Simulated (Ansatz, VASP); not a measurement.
**One calculation of CaSe, two programs**

File INCAR:

```
SYSTEM = CaSe
ALGO     = Normal         ! electronic algorithm
EDIFF    = 1E-7           ! SCF threshold, eV
ENCUT    = 520            ! plane-wave cutoff, eV
GGA      = CA             ! functional
ISIF     = 2              ! what is computed and relaxed
ISMEAR   = 0              ! smearing method
LASPH    = .TRUE.         ! aspherical terms in the spheres
LCHARG   = .FALSE.        ! write CHGCAR
LREAL    = .FALSE.        ! projectors in reciprocal space
LWAVE    = .FALSE.        ! write WAVECAR
NBANDS   = 15             ! bands
NELM     = 60             ! most SCF steps
PREC     = Accurate       ! precision mode
SIGMA    = 0.05           ! smearing width, eV
```

File KPOINTS:

```
k-points
0
G
  6 6 6
  0 0 0
```

The input POSCAR:

```
CaSe
1.0
    0.0000000000      3.3990000000      3.2505000000
    3.3990000000      0.0000000000      3.2505000000
    3.3990000000      3.3990000000      0.0000000000
Ca Se
1 1
Direct
    0.0000000000      0.0000000000      0.0000000000
    0.7500000000      0.7500000000      0.7500000000
```

Input for Ansatz:

```yaml
crystal:
  lattice:
    - [0.0, 3.399, 3.2505]
    - [3.399, 0.0, 3.2505]
    - [3.399, 3.399, 0.0]
  atoms:
    - { symbol: Ca, position: [0.0, 0.0, 0.0] }
    - { symbol: Se, position: [0.75, 0.75, 0.75] }
basis:
  ecutwfc: 420
kpoints:
  mp_grid: { grid: [6, 6, 6] }
hamiltonian:
  xc: lda
scf:
  occupations: { method: gaussian, width: 0.05 }
output:
  forces: true
  stress: true
  eigenvalues: true
```

Change from the starting cell: strain +0.030 along x and y, -0.015 along z, atoms carried along.

Alike in both runs: task single point; functional LDA; k mesh 6 × 6 × 6; occupations gaussian, width 0.05 eV; no spin polarisation.

|  | VASP | Ansatz |
| --- | --- | --- |
| version | VASP 6.6.1 | Ansatz 0.2.0 |
| potentials or method | VASP PAW LDA potentials, release 64 (Ca_sv, Se), cutoff 520 eV | scalar-relativistic, plane waves, PAW |
| valence electrons in the cell | 16 | 26 |

Ansatz gave:

```
gap on the k mesh at the Fermi level (eV)                     : 2.70
least direct gap on the mesh (eV)                             : 2.78
pressure (GPa)                                                : -3.8
traceless stress, the component that is largest in VASP (GPa) : 0.26
```

Q: Estimate VASP's values.

A: gap on the k mesh at the Fermi level (eV): 2.71; least direct gap on the mesh (eV): 2.80; pressure (GPa): -3.7; traceless stress, the component that is largest in VASP (GPa): 0.26.

LDA's correlation is that of Perdew and Zunger in VASP and of Perdew and Wang (1992) in Ansatz. VASP's potentials hold 16 valence electrons a cell and Ansatz's 26, so a difference there can come from the potentials and not from the codes.
